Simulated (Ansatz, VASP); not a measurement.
**One calculation of PbS, two programs**

Contents of INCAR:

```
PREC = Accurate
ENCUT = 520
EDIFF = 1E-6
ISMEAR = 0
SIGMA = 0.01
LREAL = F
LASPH = T
NELM = 100
ALGO = Normal
ISIF = 2
LWAVE = F
LCHARG = F
GGA = PE
NBANDS = 17
```

The input KPOINTS:

```
Automatic mesh
0
Gamma
  6 6 6
```

The input POSCAR:

```
PbS
1.0
    0.0000000000      2.9425265800      2.9425265800
    2.9425265800      0.0000000000      2.9425265800
    2.9425265800      2.9425265800      0.0000000000
Pb S
1 1
Direct
    0.0000000000      0.0000000000      0.0000000000
    0.5000000000      0.5000000000      0.5000000000
```

Input for Ansatz:

```yaml
crystal:
  lattice:
    - [0.0, 2.94252658, 2.94252658]
    - [2.94252658, 0.0, 2.94252658]
    - [2.94252658, 2.94252658, 0.0]
  atoms:
    - { symbol: Pb, position: [0.0, 0.0, 0.0] }
    - { symbol: S, position: [0.5, 0.5, 0.5] }
kpoints:
  mp_grid: { grid: [6, 6, 6] }
hamiltonian:
  xc: pbe
scf:
  occupations: { method: fixed }
  n_extra_bands: 4
output:
  forces: true
  stress: true
  eigenvalues: true
```

Alike in both runs: task single point; functional PBE; k mesh 6 × 6 × 6; no spin polarisation.

```csv
,VASP,Ansatz
version,VASP 6.6.1,Ansatz 0.2.0
potentials or method,"VASP PAW PBE potentials, release 64 (Pb_d, S)","plane waves, PAW"
plane-wave cutoff (eV),520,420
occupations,"gaussian, width 0.01 eV",fixed
valence electrons in the cell,20,20
```

```tsv
	VASP	Ansatz	Ansatz less VASP
gap on the k mesh at the Fermi level (eV)	0.28	0.27	-0.007
pressure (GPa)	3.7	3.7	+0.09
```

Spin-orbit coupling is off throughout.
